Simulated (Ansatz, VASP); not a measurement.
Cd: VASP beside Ansatz

Contents of INCAR:

```
SYSTEM = Cd
ALGO = Normal
EDIFF = 1E-6
ENCUT = 520
GGA = PE
ISIF = 2
ISMEAR = -1
LASPH = .True.
LCHARG = .False.
LREAL = .False.
LWAVE = .False.
NBANDS = 19
NELM = 60
PREC = Accurate
SIGMA = 0.03
```

Contents of KPOINTS:

```
k-points
0
Gamma
  12 12 6
  0 0 0
```

POSCAR

```
Cd
1.0
    3.0007103730      0.0000000000      0.0000000000
   -1.5003551865      2.5986914124      0.0000000000
    0.0000000000      0.0000000000      5.9261569577
Cd
2
Direct
    0.3333333333      0.6666666667      0.2500000000
    0.6666666667      0.3333333333      0.7500000000
```

Input for Ansatz:

```yaml
crystal:
  lattice:
    - [3.000710373, 0.0, 0.0]
    - [-1.5003551865, 2.5986914124, 0.0]
    - [0.0, 0.0, 5.9261569577]
  atoms:
    - { symbol: Cd, position: [0.3333333333, 0.6666666667, 0.25] }
    - { symbol: Cd, position: [0.6666666667, 0.3333333333, 0.75] }
hamiltonian:
  xc: pbe
  pseudopotentials:
    kind: paw
    azcp:
      Cd: "pseudopotentials/Cd.paw.azcp"
basis:
  ecutwfc: 420
  fft_grid_basis: typed
kpoints:
  mp_grid: { grid: [12, 12, 6], shift: [0, 0, 0] }
magnetization:
  spin_polarized: false
scf:
  occupations: { method: fermi_dirac, width: 0.03 }
  lower_state_search: "off"
output:
  stress: true
```

Alike in both runs: task single point; functional PBE; k mesh 12 × 12 × 6; occupations fermi-dirac, width 0.03 eV; no spin polarisation.

|  | VASP | Ansatz |
| --- | --- | --- |
| version | VASP 6.6.1 | Ansatz 0.2.0 |
| potentials or method | VASP PAW PBE potentials, release 64 (Cd), cutoff 520 eV | plane waves (420 eV) with PAW, scalar-relativistic |
| valence electrons in the cell | 24 | 40 |

Ansatz gave:

* pressure (GPa): -0.1
* traceless stress, the component that is largest in VASP (GPa): 0.10

Estimate VASP's values.

pressure (GPa): 0.2; traceless stress, the component that is largest in VASP (GPa): -0.03.

With one functional, cell and mesh, what is left measures potentials, basis and numerics. VASP's potentials hold 24 valence electrons a cell and Ansatz's 40, so a difference there can come from the potentials and not from the codes.
